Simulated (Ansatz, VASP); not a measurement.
## Two plane-wave programs on Ag

```
Ag
1.0
     0.00000    2.07344    2.07344
     2.07344    0.00000    2.07344
     2.07344    2.07344    0.00000
Ag
1
Direct
  0.00000 0.00000 0.00000
```

Alike in both runs: task relaxation of cell and atoms; functional PBE; k mesh 16 × 16 × 16; occupations fermi-dirac, width 0.05 eV; no spin polarisation.

|  | VASP | Ansatz |
| --- | --- | --- |
| version | VASP 6.6.1 | Ansatz 0.2.0 |
| potentials or method | VASP PAW PBE potentials, release 64 (Ag) | PAW with Ansatz's default frozen-core files, scalar-relativistic |
| plane-wave cutoff (eV) | 600 | 420 |
| valence electrons in the cell | 11 | 19 |

|  | VASP | Ansatz | Ansatz less VASP |
| --- | --- | --- | --- |
| relaxed volume (Å³/atom) | 17.81 | 17.84 | +0.030 |
| relaxed cell length with the largest relative difference (Å) | 2.931 | 2.933 | +0.0017 |

VASP's potentials hold 11 valence electrons a cell and Ansatz's 19, so a difference there can come from the potentials and not from the codes.
